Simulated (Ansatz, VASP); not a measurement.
Two plane-wave programs on SiO2

```
CELL_PARAMETERS angstrom
4.23588 0.00000 0.00000
0.00000 4.43369 0.00000
0.00000 0.00000 2.68977
ATOMIC_POSITIONS crystal
Si 0.50000 0.50000 0.50000
Si 0.00000 0.00000 0.00000
O 0.67438 0.71164 0.00000
O 0.17438 0.78836 0.50000
O 0.32562 0.28836 0.00000
O 0.82562 0.21164 0.50000
```

Change from the starting cell: mode 4 frozen in at -0.112 Å, normal strain along y +0.0467.

Alike in both runs: task single point; functional PBE; k mesh 6 × 6 × 8; occupations gaussian, width 0.05 eV; no spin polarisation.

|  | VASP | Ansatz |
| --- | --- | --- |
| version | VASP 6.6.1 | Ansatz 0.2.0 |
| potentials or method | VASP PAW PBE potentials, release 64 (Si, O), cutoff 520 eV | scalar-relativistic, plane waves, PAW |
| valence electrons in the cell | 32 | 32 |

Ansatz gave:

| Quantity | Value |
| --- | --- |
| gap on the k mesh at the Fermi level (eV) | 4.25 |
| least direct gap on the mesh (eV) | 4.25 |
| pressure (GPa) | -12.2 |
| traceless stress, the component that is largest in VASP (GPa) | -15.33 |
| rms of the force components (eV/Å) | 0.420 |

Q: Which values does VASP return?

A: gap on the k mesh at the Fermi level (eV): 4.23; least direct gap on the mesh (eV): 4.23; pressure (GPa): -11.9; traceless stress, the component that is largest in VASP (GPa): -15.54; rms of the force components (eV/Å): 0.412.

Atom by atom the forces differ by 0.011 eV/Å (rms over components). With one functional, cell and mesh, what is left measures potentials, basis and numerics.
